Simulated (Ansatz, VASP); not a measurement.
## One calculation of SiC, two programs

```xyz
12
Lattice="2.1899 -2.1899 0.0000 2.1899 0.0000 -2.1899 10.4915 10.4915 10.4915" Properties=species:S:1:pos:R:3 pbc="T T T"
Si    5.6569    1.2771    3.4670
Si    3.4670    1.2771    1.2771
Si    7.8467    3.4670    3.4670
Si   12.2264    5.6569    5.6569
Si    7.8467    5.6569    5.6569
Si    3.4670   -0.9127   -0.9127
C     6.7518    2.3721    2.3721
C     2.3721    2.3721    2.3721
C     6.7518    4.5619    4.5619
C    11.1315    6.7518    6.7518
C     6.7518    6.7518    6.7518
C     2.3721    0.1822    0.1822
```

Alike in both runs: task single point; functional PBE; k mesh 10 × 10 × 2; occupations gaussian, width 0.05 eV; no spin polarisation.

```csv
,VASP,Ansatz
version,VASP 6.6.1,Ansatz 0.2.0
potentials or method,"VASP PAW PBE potentials, release 64 (Si, C), cutoff 520 eV","scalar-relativistic, plane waves, PAW"
valence electrons in the cell,48,48
```

|  | VASP | Ansatz | Ansatz less VASP |
| --- | --- | --- | --- |
| gap on the k mesh at the Fermi level (eV) | none | none | - |
| pressure (GPa) | -0.7 | -0.6 | +0.05 |
| traceless stress, the component that is largest in VASP (GPa) | -0.56 | -0.52 | +0.041 |
| rms of the force components (eV/Å) | 0.633 | 0.636 | +0.0033 |

Atom by atom the forces differ by 0.005 eV/Å (rms over components). A gap of «none» marks a metal or a gap that the smearing closes.
